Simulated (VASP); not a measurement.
# Be2Se (P4/mmm) in VASP: single point with PBE

Aim: the single point of Be2Se with PBE.

All numbers are computed with VASP 6.6.1; they aren't measurements. Logs are shortened: lines on timing, memory, paths and dates and some standing lists are left out, and cuts for length are marked.

## 1. The cell of the first run

Symmetry: P4/mmm, No. 123, tetragonal system. Conventional cell: a = 2.686 Å, b = 2.686 Å, c = 6.635 Å, α = 90.00°, β = 90.00°, γ = 90.00°. Within 2.7 Å of Be (site symmetry 4mm) lie 5 Be at 2.03 to 2.69 Å and 1 Se at 2.30 Å. Within 3.0 Å of Se (site symmetry 4/mmm) lie 2 Be at 2.30 Å and 4 Se at 2.69 Å.

The cell was built from a structure type or drawn by symmetry, and may not be a known phase.

## 2. Single point, PBE

INCAR

```
SYSTEM = Be2Se
  PREC = Accurate
  ENCUT = 600
  EDIFF = 1E-6
  ISMEAR = 0
  SIGMA = 0.2
  LREAL = .FALSE.
  LASPH = .TRUE.
  NELM = 120
  ALGO = Normal
  ISIF = 2
  LWAVE = .FALSE.
  LCHARG = .FALSE.
  GGA = PE
  NBANDS = 12
  GGA_COMPAT = .FALSE.
```

KPOINTS

```
regular mesh
0
G
  7 7 3
  0 0 0
```

POSCAR

```
Be2Se
1.0
    2.6859399664      0.0000000000      0.0000000000
    0.0000000000      2.6859399664      0.0000000000
    0.0000000000      0.0000000000      6.6347464011
Be Se
2 1
Direct
    0.0000000000      0.0000000000      0.1533410741
    0.0000000000      0.0000000000      0.8466589259
    0.0000000000      0.0000000000      0.5000000000
```

Potentials or basis: VASP PAW PBE potentials, release 64 (Be, Se).

The run is started by

```bash
$ cat potpaw_PBE.64/Be/POTCAR potpaw_PBE.64/Se/POTCAR > POTCAR
$ mpirun -np 1 vasp_std > vasp.out
```

OUTCAR:

```text
SYSTEM = Be2Se
   PREC = Accurate
   ENCUT = 600
   EDIFF = 1E-6
   ISMEAR = 0
   LREAL = .FALSE.
   LASPH = .TRUE.
   NELM = 120
   ISIF = 2
   GGA = PE

 ion  position               nearest neighbor table
   1  0.000  0.000  0.153-   2 2.03   3 2.30
   2  0.000  0.000  0.847-   1 2.03   3 2.30
   3  0.000  0.000  0.500-   1 2.30   2 2.30

  LATTYP: Found a simple tetragonal cell.
 ALAT       =     2.6859399664
 C/A-ratio  =     2.4701767292

  Lattice vectors:

 A1 = (   2.6859399664,   0.0000000000,   0.0000000000)
 A2 = (   0.0000000000,   2.6859399664,   0.0000000000)
 A3 = (   0.0000000000,   0.0000000000,   6.6347464011)

Analysis of symmetry for initial positions (statically):
=====================================================================
 Subroutine PRICEL returns:
 Original cell was already a primitive cell.

 Routine SETGRP: Setting up the symmetry group for a
 simple tetragonal supercell.

 Subroutine GETGRP returns: Found 16 space group operations
 (whereof 16 operations were pure point group operations)
 out of a pool of 16 trial point group operations.

The static configuration has the point symmetry D_4h.

Analysis of symmetry for dynamics (positions and initial velocities):
=====================================================================
 Subroutine PRICEL returns:
 Original cell was already a primitive cell.

 Routine SETGRP: Setting up the symmetry group for a
 simple tetragonal supercell.

 Subroutine GETGRP returns: Found 16 space group operations
 (whereof 16 operations were pure point group operations)
 out of a pool of 16 trial point group operations.

The dynamic configuration has the point symmetry D_4h.

 Subroutine INISYM returns: Found 16 space group operations
 (whereof 16 operations are pure point group operations),
 and found     1 'primitive' translations

----------------------------------------------------------------------------------------

                                     Primitive cell

  volume of cell :      47.8649

  direct lattice vectors                    reciprocal lattice vectors
     2.685939966  0.000000000  0.000000000     0.372309140  0.000000000  0.000000000
     0.000000000  2.685939966  0.000000000     0.000000000  0.372309140  0.000000000
     0.000000000  0.000000000  6.634746401     0.000000000  0.000000000  0.150721661

  length of vectors
     2.685939966  2.685939966  6.634746401     0.372309140  0.372309140  0.150721661

  position of ions in fractional coordinates (direct lattice)
     0.000000000  0.000000000  0.153341074
     0.000000000  0.000000000  0.846658926
     0.000000000  0.000000000  0.500000000

[... 87 lines left out ...]
   ISMEAR =     0;   SIGMA  =   0.20  broadening in eV -4-tet -1-fermi 0-gaus
   EFERMI_NEDOS =   21; number of points for ismear=-14 and -15
   IALGO  =     38    algorithm
   IMIX   =      4    mixing-type and parameters
     AMIX     =   0.40;   BMIX     =  1.00
     AMIX_MAG =   1.60;   BMIX_MAG =  1.00
  volume/ion in A,a.u.               =      15.95       107.67
  Fermi-wavevector in a.u.,A,eV,Ry     =   0.971410  1.835699 12.838963  0.943637
  Thomas-Fermi vector in A             =   2.101625
   LORBIT       =      0    0 simple, 1 ext, 2 COOP (PROOUT), +10 PAW based schemes
   GGA     = PE    functional components
   LHFCALC =     F    Hartree Fock is set to
   AEXX    =    0.0000 exact exchange contribution
   IVDW    =     0    specifies the selected vdW correction
   LEPSILON=     F    determine dielectric tensor
   LRPA    =     F    only Hartree local field effects (RPA)
 non-spin polarized calculation
 Gauss-broadening in eV      SIGMA  =   0.20
  energy-cutoff  :      600.00
  volume of cell :       47.86
 maximum number of plane-waves:      1615
 NGX is ok and might be reduce to    24
   NGX = 11   NGY = 11   NGZ = 27

 number of electron      10.0000000 magnetization

 number of electron       9.9999999 magnetization

 Free energy of the ion-electron system (eV)
  ---------------------------------------------------
  ext. energy  EPLUGINS =         0.00000000
  ---------------------------------------------------
  free energy    TOTEN  =        -8.40089782 eV

  energy without entropy =       -8.37708686  energy(sigma->0) =       -8.38899234

 E-fermi :   4.2781     XC(G=0):  -9.4693

 val. band max:        4.2431466329   @ k =   0.4286   0.2857   0.3333
 cond. band min:       4.4372891798   @ k =   0.4286   0.1429   0.0000
 fundamental gap:      0.1941425469
 Fermi energy:         4.2780738784

 k-point     1 :       0.0000    0.0000    0.0000
  band No.  band energies     occupation
      1     -12.3872      2.00000
      2      -3.4569      2.00000
      3      -2.0158      2.00000
      4       4.9904      0.00000
      5       5.9599      0.00000
      6       6.4738      0.00000
      7       6.4738      0.00000
      8      12.4577      0.00000
      9      12.6878      0.00000
     10      12.6878      0.00000
     11      13.6288      0.00000
     12      14.2098      0.00000
[... 271 lines left out ...]
 k-point    20 :       0.4286    0.4286    0.3333
  band No.  band energies     occupation
      1      -7.4244      2.00000
      2      -0.9315      2.00000
      3      -0.8125      2.00000
      4       1.1671      2.00000
      5       3.8582      1.99701
      6       4.8542      0.00005
      7       6.5838      0.00000
      8       7.1391      0.00000
      9       7.9079      0.00000
     10       8.0287      0.00000
     11      10.6712      0.00000
     12      11.1184      0.00000

------------------------ aborting loop because EDIFF is reached ----------------------------------------

  FORCE on cell =-STRESS in cart. coord.  units (eV):
  Direction    XX          YY          ZZ          XY          YZ          ZX
  --------------------------------------------------------------------------------------
  -------------------------------------------------------------------------------------
  Total        0.0558057      0.0558057      0.2420154      0.0000000      0.0000000      0.0000000
  in kB        1.8679815      1.8679815      8.1009615      0.0000000      0.0000000      0.0000000
  external PRESSURE =       3.9456415 kB  Pullay stress =       0.0000000 kB

 VOLUME and BASIS-vectors are now :
 -----------------------------------------------------------------------------
  energy-cutoff  :      600.00
  volume of cell :       47.86
      direct lattice vectors                 reciprocal lattice vectors
     2.685939966  0.000000000  0.000000000     0.372309140  0.000000000  0.000000000
     0.000000000  2.685939966  0.000000000     0.000000000  0.372309140  0.000000000
     0.000000000  0.000000000  6.634746401     0.000000000  0.000000000  0.150721661

 POSITION                                       TOTAL-FORCE (eV/Angst)
 -----------------------------------------------------------------------------------
      0.00000      0.00000      1.01738        -0.000000     -0.000000     -0.062413
      0.00000      0.00000      5.61737         0.000000      0.000000      0.062413
      0.00000      0.00000      3.31737         0.000000     -0.000000      0.000000
 -----------------------------------------------------------------------------------
    total drift:                               -0.000000      0.000000     -0.000000

  FREE ENERGIE OF THE ION-ELECTRON SYSTEM (eV)
  ---------------------------------------------------
  free  energy   TOTEN  =        -8.4008978188 eV

  energy  without entropy=       -8.3770868570  energy(sigma->0) =       -8.38899234
```

stdout:

```text
POSCAR found type information on POSCAR BeSe
 POSCAR found :  2 types and       3 ions
 scaLAPACK will be used
 LDA part: xc-table for (Slater+PW92), standard interpolation
 POSCAR, INCAR and KPOINTS ok, starting setup
 FFT: planning ... GRIDC
 FFT: planning ... GRID_SOFT
 FFT: planning ... GRID
 WAVECAR not read
 entering main loop
```

Run time: 25 s. Hardware: 1 thread of Intel Xeon 8259CL, shared host; peak memory 0.18 GiB.

What came out:

```yaml
Free_energy: -8.4009 eV
Pressure: 0.4 GPa
Largest_force: 0.062 eV/Å
Band_gap_on_the_k_mesh: zero (bands 5 and 6 overlap by 2.41 eV)
```

Forces on the atoms (eV/Å):
```
Be   0.000  0.000 -0.062
Be   0.000  0.000  0.062
Se   0.000  0.000  0.000
```
